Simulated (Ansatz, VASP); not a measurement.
V: VASP beside Ansatz

Contents of INCAR:

```
SYSTEM = V
PREC = Accurate
ENCUT = 520
EDIFF = 1E-8
ISMEAR = -1
SIGMA = 0.03
LREAL = .FALSE.
LASPH = .TRUE.
NELM = 150
ALGO = Normal
ISIF = 2
LWAVE = .FALSE.
LCHARG = .FALSE.
ISPIN = 2
MAGMOM = 1.5
LORBIT = 11
LMAXMIX = 4
GGA = PE
LEFG = .TRUE.
NBANDS = 16
```

File KPOINTS:

```
Automatic mesh
0
G
  15 15 15
  0 0 0
```

POSCAR

```
V
1.0
   -1.5230201596      1.5230201596      1.5230201596
    1.5230201596     -1.5230201596      1.5230201596
    1.5230201596      1.5230201596     -1.5230201596
V
1
Direct
    0.0000000000      0.0000000000      0.0000000000
```

Input for Ansatz:

```yaml
crystal:
  lattice:
    - [-1.5230201596, 1.5230201596, 1.5230201596]
    - [1.5230201596, -1.5230201596, 1.5230201596]
    - [1.5230201596, 1.5230201596, -1.5230201596]
  atoms:
    - { symbol: V, position: [0.0, 0.0, 0.0], spin: 1.5 }
magnetization:
  spin_polarized: true
kpoints:
  mp_grid: { grid: [15, 15, 15] }
scf:
  occupations: { method: fermi_dirac, width: 0.03 }
hamiltonian:
  xc: pbe
  pseudopotentials: { kind: paw }
output:
  forces: true
  stress: true
  eigenvalues: true
  efg: { contact_densities: true }
```

Change from the starting cell: volume scaled by 1.02, PAW files.

Alike in both runs: task electric field gradients; functional PBE; k mesh 15 × 15 × 15; occupations fermi-dirac, width 0.03 eV; collinear spin.

|  | VASP | Ansatz |
| --- | --- | --- |
| version | VASP 6.6.1 | Ansatz 0.2.0 |
| potentials or method | VASP PAW PBE potentials, release 64 (V_sv) | PAW with Ansatz's default frozen-core files, scalar-relativistic |
| plane-wave cutoff (eV) | 520 | 420 |
| valence electrons in the cell | 13 | 13 |

```csv
,VASP,Ansatz,Ansatz less VASP
pressure (GPa),-8.2,-8.4,-0.18
net moment per atom (μB),0.00,0.00,0.000
```

With one functional, cell and mesh, what is left measures potentials, basis and numerics. Ansatz's warnings: seeded moment not kept.
